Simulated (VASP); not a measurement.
# TlCuI3: single point with PBE

The system is TlCuI3.

```
Tl Cu I
1.0
     5.43316    0.00000    0.00000
     0.00000    5.43316    0.00000
     0.00000    0.00000    5.43316
Tl Cu I
1 1 3
Cartesian
  2.7166 2.7166 2.7166
  0.0000 0.0000 0.0000
  2.7166 0.0000 0.0000
  0.0000 2.7166 0.0000
  0.0000 0.0000 2.7166
```

This cell differs from its parent crystal: volume scaled by 0.94.

```
Program             : VASP 6.6.1
Task                : single point
Functional          : PBE
Potentials or basis : VASP PAW PBE potentials, release 64 (Tl_d, Cu, I)
Cutoff              : 520 eV
k mesh              : 8 × 8 × 8
Occupations         : gaussian, width 0.1 eV
Spin                : no spin polarisation
```

```json
{
 "Pressure": "1.8 GPa"
}
```

Levels at points of the mesh, in eV from the Fermi level:
```tsv
k point	band 21	band 22	band 23	band 24	band 25	band 26
(0.00, 0.00, 0.00)	-0.75	-0.75	-0.75	0.90	4.75	4.75
(0.50, 0.00, 0.00)	-1.12	-0.76	-0.76	2.22	3.77	3.77
(0.50, 0.50, 0.00)	-1.17	0.03	0.83	2.64	3.84	3.84
(0.50, 0.50, 0.50)	0.03	0.86	0.86	4.84	4.84	4.84
```

It took 86 s on 1 thread of Intel(R) Xeon(R) 6975P-C (Granite Rapids) (shared host), peak memory 0.35 GiB.

Caveat: spin-orbit coupling is left out, which moves the levels of the heavy elements; an odd number of electrons without spin polarisation forces a metal; a magnetic or distorted state may lie lower; semilocal functionals often make such compounds metallic where correlation or magnetic order opens a gap, which also shifts bond lengths.
